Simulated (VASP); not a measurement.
Wanted: the native input for a VASP 6.6.1 run.

| Quantity | Value |
| --- | --- |
| Task | relaxation of cell and atoms |
| Functional | PBE |
| Potentials or basis | VASP PAW PBE potentials, release 64 (Ba_sv, Te) |
| Cutoff | 600 eV |
| k mesh | 6 × 6 × 6 |
| Occupations | gaussian, width 0.02 eV |
| Spin | no spin polarisation |
| Dipole correction | no |
| Further INCAR settings | ALGO = Normal; EDIFF = 1e-06; IBRION = 2; EDIFFG = -0.01; NSW = 65; ISIF = 3 |

The structure of BaTe lies in POSCAR:

```
BaTe
1.0
    4.9950662288      0.0000000000      0.0000000000
   -2.4975331144      4.3258542477      0.0000000000
    0.0000000000      0.0000000000      8.1568775019
Ba Te
2 2
Direct
    0.0000000000      0.0000000000      0.0000000000
    0.0000000000      0.0000000000      0.5000000000
    0.3333333333      0.6666666667      0.2500000000
    0.6666666667      0.3333333333      0.7500000000
```

The input as run:

INCAR

```
PREC     = Accurate       # precision mode
ENCUT    = 600            # plane-wave cutoff, eV
EDIFF    = 1E-6           # SCF threshold, eV
ISMEAR   = 0              # smearing method
SIGMA    = 0.02           # smearing width, eV
LREAL    = F              # projectors in reciprocal space
LASPH    = T              # aspherical terms in the spheres
NELM     = 60             # most SCF steps
ALGO     = Normal         # electronic algorithm
ISIF     = 3              # what is computed and relaxed
LWAVE    = F              # write WAVECAR
LCHARG   = F              # write CHGCAR
GGA      = PE             # functional
IBRION   = 2              # ionic algorithm
NSW      = 65             # ionic steps
EDIFFG   = -0.01          # ionic threshold
```

KPOINTS

```
Automatic mesh
0
Gamma
  6 6 6
```

Potentials or basis: VASP PAW PBE potentials, release 64 (Ba_sv, Te).

Run with:

```bash
$ cat potpaw_PBE.64/Ba_sv/POTCAR potpaw_PBE.64/Te/POTCAR > POTCAR
$ mpirun -np 1 vasp_std > vasp.out
```

It gave:

```json
{
  "Relaxed volume": "45.12 Å³/atom",
  "Relaxed cell": "a = 4.916 Å, b = 4.916 Å, c = 8.625 Å, α = 90.00°, β = 90.00°, γ = 120.00°",
  "Space group after relaxing (to 0.1 Å)": "P6_3/mmc (No. 194)",
  "Energy gained by relaxing": "21.5 meV/atom",
  "Ionic steps": "6",
  "Pressure after relaxing": "0.0 GPa",
  "Band gap on the k mesh": "1.69 eV (least direct gap 1.73 eV)"
}
```

Caveat: spin-orbit coupling is left out, which moves the levels of the heavy elements.

It took 13 min on 1 thread of Intel Xeon 8259CL (shared host), peak memory 0.42 GiB.
